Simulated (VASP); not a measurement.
# Al3B2N (P6/mmm) in VASP: further runs

The runs below take Al3B2N through single point, relaxation of cell and atoms, with PBE.

All numbers are computed with VASP 6.6.1; they aren't measurements. Logs are shortened: lines on timing, memory, paths and dates and some standing lists are left out, and cuts for length are marked.

## Step 1: The cell of the first run

It takes space group P6/mmm (No. 191, hexagonal). The conventional cell has a = 3.839 Å, b = 3.839 Å, c = 6.310 Å, α = 90.00°, β = 90.00°, γ = 120.00°. Al (site symmetry -6m2) has 6 Al at 2.22 Å within 2.9 Å. Al (site symmetry 6/mmm) has 2 B at 1.87 Å and 6 Al at 2.22 Å within 2.5 Å. B (site symmetry 6mm) has 1 N at 1.28 Å within 1.7 Å. Within 1.7 Å of N (site symmetry 6/mmm) lie 2 B at 1.28 Å.

## Step 2: Single point, PBE, collinear spin, ferromagnetic start

Contents of INCAR:

```
SYSTEM = Al3B2N
PREC = Accurate
ENCUT = 520
EDIFF = 1E-6
ISMEAR = 0
SIGMA = 0.1
LREAL = .False.
LASPH = .True.
NELM = 150
ALGO = Normal
ISIF = 2
LWAVE = .False.
LCHARG = .True.
ISPIN = 2
MAGMOM = 0 0 0 0 0 1
LORBIT = 11
GGA = PE
LELF = .True.
LVHAR = .True.
NBANDS = 23
```

Contents of KPOINTS:

```
regular mesh
0
Gamma
  6 6 4
  0 0 0
```

Contents of POSCAR:

```
Al3B2N
1.0
    3.8388603400      0.0000000000      0.0000000000
   -1.9194301700      3.3245505700      0.0000000000
    0.0000000000      0.0000000000      6.3103724500
Al B N
3 2 1
Direct
    0.3333333300      0.6666666700      0.0000000000
    0.6666666700      0.3333333300      0.0000000000
    0.0000000000      0.0000000000      0.0000000000
    0.0000000000      0.0000000000      0.2966334100
    0.0000000000      0.0000000000      0.7033665900
    0.0000000000      0.0000000000      0.5000000000
```

Potentials or basis: VASP PAW PBE potentials, release 64 (Al, B, N).

On the command line:

```sh
$ cat potpaw_PBE.64/Al/POTCAR potpaw_PBE.64/B/POTCAR potpaw_PBE.64/N/POTCAR > POTCAR
$ mpirun -np 1 vasp_std > vasp.out
```

OUTCAR:

```text
SYSTEM = Al3B2N
   PREC = Accurate
   ENCUT = 520
   EDIFF = 1E-6
   ISMEAR = 0
   LREAL = .False.
   LASPH = .True.
   NELM = 150
   ISIF = 2
   ISPIN = 2
   LORBIT = 11
   GGA = PE

 ion  position               nearest neighbor table
   1  0.333  0.667  0.000-   2 2.22   3 2.22   2 2.22   3 2.22   3 2.22   2 2.22
   2  0.667  0.333  0.000-   1 2.22   3 2.22   1 2.22   3 2.22   3 2.22   1 2.22
   3  0.000  0.000  0.000-   4 1.87   5 1.87   1 2.22   2 2.22   1 2.22   2 2.22   2 2.22   1 2.22

   4  0.000  0.000  0.297-   6 1.28   3 1.87
   5  0.000  0.000  0.703-   6 1.28   3 1.87
   6  0.000  0.000  0.500-   4 1.28   5 1.28

  LATTYP: Found a hexagonal cell.
 ALAT       =     3.8388603400
 C/A-ratio  =     1.6438140206

  Lattice vectors:

 A1 = (   3.8388603400,   0.0000000000,   0.0000000000)
 A2 = (  -1.9194301700,   3.3245505700,   0.0000000000)
 A3 = (   0.0000000000,   0.0000000000,   6.3103724500)

Analysis of symmetry for initial positions (statically):
=====================================================================
 Subroutine PRICEL returns:
 Original cell was already a primitive cell.

 Routine SETGRP: Setting up the symmetry group for a
 hexagonal supercell.

 Subroutine GETGRP returns: Found 24 space group operations
 (whereof 24 operations were pure point group operations)
 out of a pool of 24 trial point group operations.

The static configuration has the point symmetry D_6h.

Analysis of symmetry for dynamics (positions and initial velocities):
=====================================================================
 Subroutine PRICEL returns:
 Original cell was already a primitive cell.

 Routine SETGRP: Setting up the symmetry group for a
 hexagonal supercell.

 Subroutine GETGRP returns: Found 24 space group operations
 (whereof 24 operations were pure point group operations)
 out of a pool of 24 trial point group operations.

The dynamic configuration has the point symmetry D_6h.

Analysis of structural, dynamic, and magnetic symmetry:
=====================================================================
 Subroutine PRICEL returns:
 Original cell was already a primitive cell.

 Routine SETGRP: Setting up the symmetry group for a
 hexagonal supercell.

 Subroutine GETGRP returns: Found 24 space group operations
 (whereof 24 operations were pure point group operations)
 out of a pool of 24 trial point group operations.

The overall configuration has the point symmetry D_6h.

 Subroutine INISYM returns: Found 24 space group operations
 (whereof 24 operations are pure point group operations),
 and found     1 'primitive' translations

----------------------------------------------------------------------------------------

                                     Primitive cell

  volume of cell :      80.5360

  direct lattice vectors                    reciprocal lattice vectors
     3.838860340  0.000000000  0.000000000     0.260493978  0.150396268  0.000000000
    -1.919430170  3.324550570  0.000000000     0.000000000  0.300792537  0.000000000
     0.000000000  0.000000000  6.310372450     0.000000000  0.000000000  0.158469252

  length of vectors
     3.838860340  3.838860335  6.310372450     0.300792536  0.300792537  0.158469252

  position of ions in fractional coordinates (direct lattice)
     0.333333330  0.666666670  0.000000000
     0.666666670  0.333333330  0.000000000
     0.000000000  0.000000000  0.000000000
     0.000000000  0.000000000  0.296633410
     0.000000000  0.000000000  0.703366590
     0.000000000  0.000000000  0.500000000

  ion indices of the primitive-cell ions
   primitive index   ion index
                 1           1
                 2           2
                 3           3
                 4           4
                 5           5
                 6           6

----------------------------------------------------------------------------------------

[... 28 lines left out ...]
  0.333333  0.000000  0.000000      6.000000
  0.500000  0.000000  0.000000      3.000000
  0.166667  0.166667  0.000000      6.000000
[... 38 lines left out ...]
  volume of cell :       80.54
 maximum number of plane-waves:      2208
 NGX is ok and might be reduce to    30
   NGX = 15   NGY = 15   NGZ = 23

 number of electron      19.9999997 magnetization      -0.0004451

 number of electron      19.9999997 magnetization       0.0000525

 Free energy of the ion-electron system (eV)
  ---------------------------------------------------
  ext. energy  EPLUGINS =         0.00000000
  ---------------------------------------------------
  free energy    TOTEN  =       -23.70104070 eV

  energy without entropy =      -23.69118154  energy(sigma->0) =      -23.69611112

 E-fermi :   5.3692     XC(G=0):  -9.4337

 val. band max:        5.3150641662   @ k =   0.3333   0.0000   0.5000
 cond. band min:       5.3797230036   @ k =   0.1667   0.0000   0.5000
 fundamental gap:      0.0646588374
 Fermi energy:         5.3691656288

 spin component 1

 k-point     1 :       0.0000    0.0000    0.0000
  band No.  band energies     occupation
      1     -11.6239      1.00000
      2      -6.9662      1.00000
      3      -4.5738      1.00000
      4      -0.9730      1.00000
      5       1.2950      1.00000
      6       1.2950      1.00000
[... 514 lines left out ...]
     21      14.9010      0.00000
     22      16.1007      0.00000
 Fermi energy:         5.3691656288

 spin component 2

 k-point     1 :       0.0000    0.0000    0.0000
  band No.  band energies     occupation
      1     -11.6239      1.00000
      2      -6.9662      1.00000
      3      -4.5738      1.00000
      4      -0.9730      1.00000
      5       1.2950      1.00000
      6       1.2950      1.00000
[... 514 lines left out ...]
     21      14.9009      0.00000
     22      16.1008      0.00000
 [bands above 22 left out]

------------------------ aborting loop because EDIFF is reached ----------------------------------------

  FORCE on cell =-STRESS in cart. coord.  units (eV):
  Direction    XX          YY          ZZ          XY          YZ          ZX
  --------------------------------------------------------------------------------------
  -------------------------------------------------------------------------------------
  Total       32.9675749     32.9675748     18.1671471      0.0000000     -0.0000000      0.0000000
  in kB      655.8542475    655.8542451    361.4157421      0.0000000     -0.0000000      0.0000000
  external PRESSURE =     557.7080782 kB  Pullay stress =       0.0000000 kB

 VOLUME and BASIS-vectors are now :
 -----------------------------------------------------------------------------
  energy-cutoff  :      520.00
  volume of cell :       80.54
      direct lattice vectors                 reciprocal lattice vectors
     3.838860340  0.000000000  0.000000000     0.260493978  0.150396268  0.000000000
    -1.919430170  3.324550570  0.000000000     0.000000000  0.300792537  0.000000000
     0.000000000  0.000000000  6.310372450     0.000000000  0.000000000  0.158469252

 POSITION                                       TOTAL-FORCE (eV/Angst)
 -----------------------------------------------------------------------------------
     -0.00000      2.21637      0.00000        -0.000000      0.000000      0.000000
      1.91943      1.10818      0.00000         0.000000     -0.000000      0.000000
      0.00000      0.00000      0.00000        -0.000000      0.000000      0.000000
      0.00000      0.00000      1.87187        -0.000000      0.000000      0.645882
      0.00000      0.00000      4.43851         0.000000     -0.000000     -0.645882
      0.00000      0.00000      3.15519        -0.000000      0.000000      0.000000
 -----------------------------------------------------------------------------------
    total drift:                                0.000000     -0.000000     -0.000000

  FREE ENERGIE OF THE ION-ELECTRON SYSTEM (eV)
  ---------------------------------------------------
  free  energy   TOTEN  =       -23.7010407014 eV

  energy  without entropy=      -23.6911815381  energy(sigma->0) =      -23.69611112

 total charge

# of ion       s       p       d       tot
------------------------------------------
    1        0.534   0.585   0.000   1.119
    2        0.534   0.585   0.000   1.119
    3        0.466   0.708   0.000   1.174
    4        0.817   1.292   0.000   2.109
    5        0.817   1.292   0.000   2.109
    6        1.283   2.764   0.000   4.047
--------------------------------------------------
tot          4.451   7.226   0.000  11.676

 magnetization (x)

# of ion       s       p       d       tot
------------------------------------------
    1       -0.000  -0.000   0.000  -0.000
    2       -0.000  -0.000   0.000  -0.000
    3       -0.000  -0.000   0.000  -0.000
    4       -0.000  -0.000   0.000  -0.000
    5       -0.000  -0.000   0.000  -0.000
    6        0.000   0.000   0.000   0.000
--------------------------------------------------
tot         -0.000  -0.000   0.000  -0.000
```

Wall time 89 s (1 thread of Intel Xeon 6975P-C, shared host); peak memory 0.25 GiB.

Results:

```yaml
Free_energy: -23.7010 eV
Pressure: 55.8 GPa
Largest_force: 0.646 eV/Å
Band_gap_on_the_k_mesh: zero (filled and empty bands overlap)
Net_moment: 0.00 μB per cell
Valence_electrons_inside_the_program's_atomic_spheres: Al 1.12, 1.17; B 2.11; N 4.05
```

Forces in eV/Å, atoms in the order of the input:
```
Al   0.000  0.000  0.000
Al   0.000  0.000  0.000
Al   0.000  0.000  0.000
B    0.000  0.000  0.646
B    0.000  0.000 -0.646
N    0.000  0.000  0.000
```

Levels at points of the mesh, in eV from the Fermi level:
Spin up:
```csv
k point,band 6,band 7,band 8,band 9,band 10,band 11,band 12,band 13,band 14,band 15
"(0.00, 0.00, 0.00)",-4.07,-1.94,-1.12,-1.12,-0.95,-0.95,1.42,1.42,2.75,3.64
"(0.50, 0.00, 0.00)",-4.85,-4.48,-3.00,-2.98,-2.28,0.39,1.56,3.68,4.79,5.99
"(0.00, 0.00, 0.50)",-3.88,-1.95,-1.95,-1.52,-0.94,-0.94,3.41,3.82,4.25,4.25
"(0.50, 0.00, 0.50)",-5.42,-4.17,-4.16,-2.20,-0.80,1.44,1.96,2.78,3.27,3.39
```
Spin down:
```csv
k point,band 8,band 9,band 10,band 11,band 12,band 13
"(0.00, 0.00, 0.00)",-1.12,-1.12,-0.95,-0.95,1.42,1.42
"(0.50, 0.00, 0.00)",-3.00,-2.98,-2.28,0.39,1.56,3.68
"(0.00, 0.00, 0.50)",-1.95,-1.52,-0.94,-0.94,3.41,3.82
"(0.50, 0.00, 0.50)",-4.16,-2.20,-0.80,1.44,1.96,2.78
```

## Step 3: Single point, PBE

This run uses another cell than the first one, of 21.74 Å³/atom, 1.619 times its volume.

Contents of INCAR:

```
SYSTEM = Al3B2N
  PREC = Accurate
  ENCUT = 520
  EDIFF = 1E-7
  ISMEAR = 0
  SIGMA = 0.1
  LREAL = .False.
  LASPH = .True.
  NELM = 80
  ALGO = Normal
  ISIF = 2
  LWAVE = .False.
  LCHARG = .True.
  GGA = PE
  LELF = .True.
  LVHAR = .True.
  NBANDS = 19
```

Contents of KPOINTS:

```
regular mesh
0
Gamma
  12 12 6
  0 0 0
```

Contents of POSCAR:

```
Al3B2N
1.0
    4.7351916632      0.0000000000      0.0000000000
   -2.3675958316      4.1007962721      0.0000000000
    0.0000000000      0.0000000000      6.7161458568
Al B N
3 2 1
Direct
    0.3333333333      0.6666666667      0.0000000000
    0.6666666667      0.3333333333      0.0000000000
    0.0000000000      0.0000000000      0.0000000000
    0.0000000000      0.0000000000      0.3038554578
    0.0000000000      0.0000000000      0.6961445422
    0.0000000000      0.0000000000      0.5000000000
```

Potentials or basis: VASP PAW PBE potentials, release 64 (Al, B, N).

On the command line:

```sh
$ cat potpaw_PBE.64/Al/POTCAR potpaw_PBE.64/B/POTCAR potpaw_PBE.64/N/POTCAR > POTCAR
$ mpirun -np 1 vasp_std > vasp.out
```

Wall time 2.8 min (1 thread of Intel Xeon 6975P-C, shared host); peak memory 0.35 GiB.

The run converged. Its results:

```yaml
Free_energy: -29.9235 eV
Pressure: -0.1 GPa
Largest_force: 0.007 eV/Å
Band_gap_on_the_k_mesh: zero (band 10 reaches 2.69 eV, above the bottom of band 11 at 1.45 eV)
```

Forces on the atoms (eV/Å):
```
Al   0.000  0.000  0.000
Al   0.000  0.000  0.000
Al   0.000  0.000  0.000
B    0.000  0.000  0.007
B    0.000  0.000 -0.007
N    0.000  0.000  0.000
```

Levels at points of the mesh, in eV from the Fermi level:
```csv
k point,band 7,band 8,band 9,band 10,band 11,band 12,band 13,band 14
"(0.00, 0.00, 0.00)",-2.92,-0.93,-0.93,-0.76,-0.76,1.03,1.08,1.08
"(0.50, 0.00, 0.00)",-4.14,-2.99,-2.60,-1.35,0.67,0.97,2.50,4.25
"(0.00, 0.00, 0.50)",-2.68,-1.59,-1.59,-0.76,-0.76,1.05,1.27,2.81
"(0.50, 0.00, 0.50)",-4.25,-3.17,-2.90,-0.05,1.33,1.70,2.26,2.39
```

## Step 4: Single point, PBE, collinear spin, ferromagnetic start

This run uses another cell than the first one, of 21.97 Å³/atom, 1.637 times its volume.

Contents of INCAR:

```
PREC = Accurate
ENCUT = 520
EDIFF = 1E-7
ISMEAR = 0
SIGMA = 0.1
LREAL = F
LASPH = T
NELM = 150
ALGO = Normal
ISIF = 2
LWAVE = F
LCHARG = T
ISPIN = 2
MAGMOM = 0 0 0 0 0 1
LORBIT = 11
GGA = PE
LELF = T
LVHAR = T
NBANDS = 23
```

Contents of KPOINTS:

```
Automatic mesh
0
Gamma
  6 6 4
```

Contents of POSCAR:

```
Al3B2N
1.0
    4.7602789369      0.0000000000      0.0000000000
   -2.3801394684      4.1225224884      0.0000000000
    0.0000000000      0.0000000000      6.7161463255
Al B N
3 2 1
Direct
    0.3333333333      0.6666666667      0.0000000000
    0.6666666667      0.3333333333      0.0000000000
    0.0000000000      0.0000000000      0.0000000000
    0.0000000000      0.0000000000      0.3037807486
    0.0000000000      0.0000000000      0.6962192514
    0.0000000000      0.0000000000      0.5000000000
```

On the command line:

```sh
$ cat potpaw_PBE.64/Al/POTCAR potpaw_PBE.64/B/POTCAR potpaw_PBE.64/N/POTCAR > POTCAR
$ mpirun -np 1 vasp_std > vasp.out
```

It took 2.2 min on 1 thread of Intel Xeon 6975P-C, shared host; peak memory 0.34 GiB.

Results (log left out):

* Free energy: -29.9185 eV
* Pressure: -0.2 GPa
* Largest force: 0.007 eV/Å
* Band gap on the k mesh: zero (filled and empty bands overlap)
* Net moment: 0.00 μB per cell
* Valence electrons inside the program's atomic spheres: Al 0.78, 0.82; B 1.94; N 3.98

Forces in eV/Å, atoms in the order of the input:
```
Al   0.000  0.000  0.000
Al   0.000  0.000  0.000
Al   0.000  0.000  0.000
B    0.000  0.000  0.007
B    0.000  0.000 -0.007
N    0.000  0.000  0.000
```

Stress tensor (GPa, compression positive):
```
-0.13  0.00  0.00
 0.00 -0.13  0.00
 0.00  0.00 -0.30
```

Levels at points of the mesh, in eV from the Fermi level:
Spin up:
```tsv
k point	band 7	band 8	band 9	band 10	band 11	band 12	band 13	band 14
(0.00, 0.00, 0.00)	-2.95	-0.91	-0.91	-0.76	-0.76	0.93	1.07	1.07
(0.50, 0.00, 0.00)	-4.16	-3.01	-2.58	-1.33	0.66	0.97	2.47	4.21
(0.00, 0.00, 0.50)	-2.71	-1.58	-1.58	-0.75	-0.75	0.95	1.23	2.81
(0.50, 0.00, 0.50)	-4.28	-3.14	-2.92	-0.05	1.33	1.69	2.22	2.37
```
Spin down:
| k point | band 6 | band 7 | band 8 | band 9 | band 10 | band 11 | band 12 | band 13 | band 14 | band 15 |
| --- | --- | --- | --- | --- | --- | --- | --- | --- | --- | --- |
| (0.00, 0.00, 0.00) | -4.29 | -2.95 | -0.91 | -0.91 | -0.76 | -0.76 | 0.93 | 1.07 | 1.07 | 1.44 |
| (0.50, 0.00, 0.00) | -4.28 | -4.16 | -3.01 | -2.58 | -1.33 | 0.66 | 0.97 | 2.47 | 4.21 | 4.46 |
| (0.00, 0.00, 0.50) | -4.20 | -2.71 | -1.58 | -1.58 | -0.75 | -0.75 | 0.95 | 1.23 | 2.81 | 3.36 |
| (0.50, 0.00, 0.50) | -4.61 | -4.28 | -3.14 | -2.92 | -0.05 | 1.33 | 1.69 | 2.22 | 2.37 | 3.02 |

## Step 5: Relaxation of cell and atoms, PBE

This run uses another cell than the first one, of 21.97 Å³/atom, 1.637 times its volume.

Contents of INCAR:

```
PREC = Accurate ; ENCUT = 600
EDIFF = 1E-6 ; ISMEAR = 0
SIGMA = 0.1 ; LREAL = F
LASPH = T ; NELM = 80
ALGO = Normal ; ISIF = 3
LWAVE = F ; LCHARG = F
GGA = PE ; IBRION = 2
NSW = 100 ; EDIFFG = -0.01
```

Contents of KPOINTS:

```
regular mesh
0
Gamma
  12 12 6
```

POSCAR is that of step 4.

On the command line:

```sh
$ cat potpaw_PBE.64/Al/POTCAR potpaw_PBE.64/B/POTCAR potpaw_PBE.64/N/POTCAR > POTCAR
$ mpirun -np 1 vasp_std > vasp.out
```

Run time: 11 min. Hardware: 1 thread of Intel Xeon 6975P-C, shared host; peak memory 0.42 GiB.

Results (log left out):

| Property | Result |
| --- | --- |
| Free energy | -29.9267 eV |
| Relaxed volume | 21.70 Å³/atom |
| Relaxed cell | a = 4.732 Å, b = 4.732 Å, c = 6.714 Å, α = 90.00°, β = 90.00°, γ = 120.00° |
| Space group after relaxing (to 0.05 Å) | P6/mmm (No. 191) |
| Energy gained by relaxing | 0.4 meV/atom |
| Ionic steps | 8 |
| Pressure after relaxing | 0.0 GPa |
| Largest force after relaxing | 0.006 eV/Å |
| Band gap on the k mesh | zero (band 10 reaches 2.70 eV, above the bottom of band 11 at 1.45 eV) |

Forces in eV/Å, atoms in the order of the input:
```
Al   0.000  0.000  0.000
Al   0.000  0.000  0.000
Al   0.000  0.000  0.000
B    0.000  0.000 -0.006
B    0.000  0.000  0.006
N    0.000  0.000  0.000
```

The path:
| step | energy change (eV) | largest force (eV/Å) | pressure (GPa) | volume (Å³) |
| --- | --- | --- | --- | --- |
| 1 | 0.0000 | 0.0287 | -0.45 | 131.80 |
| 2 | -0.0016 | 0.1657 | 0.10 | 130.62 |
| 3 | -0.0016 | 0.1470 | 0.04 | 130.74 |
| 4 | -0.0025 | 0.0173 | 0.03 | 130.26 |
| 5 | -0.0025 | 0.0303 | 0.03 | 130.22 |
| 6 | -0.0025 | 0.0334 | 0.03 | 130.21 |
| 7 | -0.0026 | 0.0188 | 0.02 | 130.21 |
| 8 | -0.0026 | 0.0061 | 0.00 | 130.21 |

Final structure:
```
CELL_PARAMETERS angstrom
4.73232 0.00000 0.00000
-2.36616 4.09831 0.00000
0.00000 0.00000 6.71397
ATOMIC_POSITIONS crystal
Al 0.33333 0.66667 0.00000
Al 0.66667 0.33333 0.00000
Al 0.00000 0.00000 0.00000
B 0.00000 0.00000 0.30385
B 0.00000 0.00000 0.69615
N 0.00000 0.00000 0.50000
```

Levels at points of the mesh, in eV from the Fermi level:
```csv
k point,band 6,band 7,band 8,band 9,band 10,band 11,band 12,band 13,band 14
"(0.00, 0.00, 0.00)",-4.27,-2.92,-0.93,-0.93,-0.77,-0.77,1.04,1.09,1.09
"(0.50, 0.00, 0.00)",-4.30,-4.15,-2.99,-2.60,-1.36,0.67,0.97,2.50,4.26
"(0.00, 0.00, 0.50)",-4.18,-2.68,-1.59,-1.59,-0.76,-0.76,1.06,1.27,2.82
"(0.50, 0.00, 0.50)",-4.60,-4.25,-3.17,-2.90,-0.05,1.33,1.70,2.26,2.39
```

## Step 6: Summary

```tsv
task	spin	cell	k mesh	cutoff (eV)	gap on the mesh (eV)	pressure (GPa)	moment (μB)	largest force (eV/Å)
single point	collinear, ferromagnetic start	a = 3.839, b = 3.839, c = 6.310 Å, angles 90.0, 90.0, 120.0°, 6 atoms	6 × 6 × 4	520	none	55.8	0.00	0.65
single point	off	a = 4.735, b = 4.735, c = 6.716 Å, angles 90.0, 90.0, 120.0°, 6 atoms	12 × 12 × 6	520	none	-0.1	-	0.01
single point	collinear, ferromagnetic start	a = 4.760, b = 4.760, c = 6.716 Å, angles 90.0, 90.0, 120.0°, 6 atoms	6 × 6 × 4	520	none	-0.2	0.00	0.01
relaxation of cell and atoms	off	relaxed from a = 4.760, b = 4.760, c = 6.716 Å, angles 90.0, 90.0, 120.0°, 6 atoms	12 × 12 × 6	600	none	0.0	-	0.01
```

Alike in all rows: level PBE; potentials or basis VASP PAW PBE potentials, release 64 (Al, B, N); smearing gaussian 0.1 eV.

Absolute energies hang on the potentials; compare differences alone.
